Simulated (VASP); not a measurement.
Set up this calculation in VASP 6.6.1, as the native input.

```yaml
Task: single point
Functional: LDA
Potentials_or_basis: VASP PAW LDA potentials, release 64 (Ti_sv, Zn)
Cutoff: 520 eV
k_mesh: 12 × 12 × 12
Occupations: gaussian, width 0.15 eV
Spin: no spin polarisation
Dipole_correction: no
Further_INCAR_settings: ALGO = Fast; EDIFF = 1e-06; NBANDS = 32
```

The structure of Ti3Zn lies in POSCAR:

```
Ti3Zn
1.0
    3.9809149900      0.1078016545      0.1078016545
    0.1078016545      3.9809149900      0.1078016545
    0.1078016545      0.1078016545      3.9809149900
Ti Zn
3 1
Direct
    0.0000000000      0.5000000000      0.5000000000
    0.5000000000      0.0000000000      0.5000000000
    0.5000000000      0.5000000000      0.0000000000
    0.0000000000      0.0000000000      0.0000000000
```

These files were run (other wordings do the same):

INCAR

```
SYSTEM = Ti3Zn
PREC = Accurate ; ENCUT = 520
EDIFF = 1E-6 ; ISMEAR = 0
SIGMA = 0.15 ; LREAL = .FALSE.
LASPH = .TRUE. ; NELM = 60
ALGO = Fast ; ISIF = 2
LWAVE = .FALSE. ; LCHARG = .TRUE.
GGA = CA ; LELF = .TRUE.
LVHAR = .TRUE. ; NBANDS = 32
```

KPOINTS

```
regular mesh
0
G
  12 12 12
  0 0 0
```

Potentials or basis: VASP PAW LDA potentials, release 64 (Ti_sv, Zn).

Launch:

```bash
$ cat potpaw_LDA.64/Ti_sv/POTCAR potpaw_LDA.64/Zn/POTCAR > POTCAR
$ mpirun -np 1 vasp_std > vasp.out
```

It gave:

```yaml
Pressure: -5.3 GPa
Band_gap_on_the_k_mesh: zero (bands 24 and 25 overlap by 0.52 eV)
```

Caveat: the cell stands under tension.

Wall time 7.6 min on 1 thread of Intel(R) Xeon(R) 6975P-C (Granite Rapids), with other jobs on the host, peak memory 0.4 GiB.
